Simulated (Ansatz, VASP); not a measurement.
This is a calculation of SiC for VASP 6.6.1.

INCAR

```
  ALGO = Normal
  EDIFF = 1E-7
  ENCUT = 520
  GGA = PE
  ISIF = 2
  ISMEAR = -1
  IVDW = 13
  LASPH = True
  LCHARG = False
  LREAL = False
  LWAVE = False
  NBANDS = 16
  NELM = 80
  PREC = Accurate
  SIGMA = 0.05
```

The input KPOINTS:

```
k-points
0
Gamma
  10 10 5
```

The input POSCAR:

```
SiC
1.0
    3.0553550827      0.0000000000      0.0000000000
   -1.5276775413      2.6460151191      0.0000000000
    0.0000000000      0.0000000000      5.0141197845
Si C
2 2
Direct
    0.6666666667      0.3333333333      0.5000000000
    0.3333333333      0.6666666667      0.0000000000
    0.6666666667      0.3333333333      0.8850000000
    0.3333333333      0.6666666667      0.3850000000
```

Potentials or basis: VASP PAW PBE potentials, release 64 (Si, C).

Run with:

```bash
$ cat potpaw_PBE.64/Si/POTCAR potpaw_PBE.64/C/POTCAR > POTCAR
$ mpirun -np 1 vasp_std > vasp.out
```

Question: Translate it to Ansatz 0.2.0. Potentials there: Ansatz PAW.

Answer: As run (the cutoff follows the program's own potentials):

File input.yaml:

```yaml
crystal:
  lattice:
    - [3.0553550827, 0.0, 0.0]
    - [-1.5276775413, 2.6460151191, 0.0]
    - [0.0, 0.0, 5.0141197845]
  atoms:
    - { symbol: Si, position: [0.6666666667, 0.3333333333, 0.5] }
    - { symbol: Si, position: [0.3333333333, 0.6666666667, 0.0] }
    - { symbol: C, position: [0.6666666667, 0.3333333333, 0.885] }
    - { symbol: C, position: [0.3333333333, 0.6666666667, 0.385] }
hamiltonian:
  xc: pbe
  pseudopotentials: { kind: paw }
  dispersion: d4
kpoints:
  mp_grid: { grid: [10, 10, 5] }
scf:
  occupations: { method: fermi_dirac, width: 0.05 }
output:
  forces: true
  stress: true
  eigenvalues: true
```

Potentials or basis: Ansatz PAW.

Run with:

```console
$ ansatz run input.yaml --threads 2 --pin off --max-ram 5120MiB --backend cpu --events-out ev --progress --plain --runs-dir out
```

Both were run:

|  | VASP | Ansatz | Ansatz less VASP |
| --- | --- | --- | --- |
| gap on the k mesh at the Fermi level (eV) | 2.45 | 2.45 | +0.003 |
| least direct gap on the mesh (eV) | 4.12 | 4.12 | +0.004 |
| pressure (GPa) | 4.0 | 4.1 | +0.07 |
| traceless stress, the component that is largest in VASP (GPa) | -3.63 | -3.65 | -0.021 |
| rms of the force components (eV/Å) | 0.446 | 0.446 | +0.0001 |

Atom by atom the forces differ by 0.000 eV/Å (rms over components).

Noted on Ansatz's run: odd divisions of the mesh miss points on the zone boundary, where band edges often lie, so the gap on the mesh can be too wide.
